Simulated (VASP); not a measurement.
The system is LaFeGe.

```
La Ge Fe
1.0
     4.23181    0.00000    0.00000
    -2.11590    3.66485    0.00000
     0.00000    0.00000    4.28578
La Ge Fe
1 1 1
Cartesian
  0.0000 0.0000 0.0000
  2.1159 1.2216 2.1429
  0.0000 2.4432 2.1429
```

Base run:

- Program: VASP 6.6.1
- Functional: PBE
- Potentials or basis: VASP PAW PBE potentials, release 64 (La, Ge_d, Fe_sv)
- Cutoff: 600 eV
- k mesh: 6 × 6 × 5
- Occupations: fermi-dirac, width 0.05 eV
- Spin: collinear spin, ferromagnetic start
- Starting moments: [0.0, 0.0, 3.0] μB
- Fixed moment: 3 μB

Its results: pressure 0.7 GPa; site moments La +0.06; Ge +0.06; Fe +2.41 μB.

Problem. After a change of settings the same cell gave: pressure 2.0 GPa; site moments La +0.21; Ge +0.09; Fe +2.63 μB. Which change was it?
A. fixed moment from 3 μB to 3.8 μB; moments at the start from [0.0, 0.0, 3.0] to [0.0, 0.0, 3.8]
B. fixed moment from 3 μB to 0.8 μB; moments at the start from [0.0, 0.0, 3.0] to [0.0, 0.0, 0.8]
C. fixed moment from 3 μB to 1.5 μB; moments at the start from [0.0, 0.0, 3.0] to [0.0, 0.0, 1.5]
D. fixed moment from 3 μB to 4.5 μB; moments at the start from [0.0, 0.0, 3.0] to [0.0, 0.0, 4.5]

Solution. A.

Caveats: the total moment is fixed, so each spin has its own Fermi level.
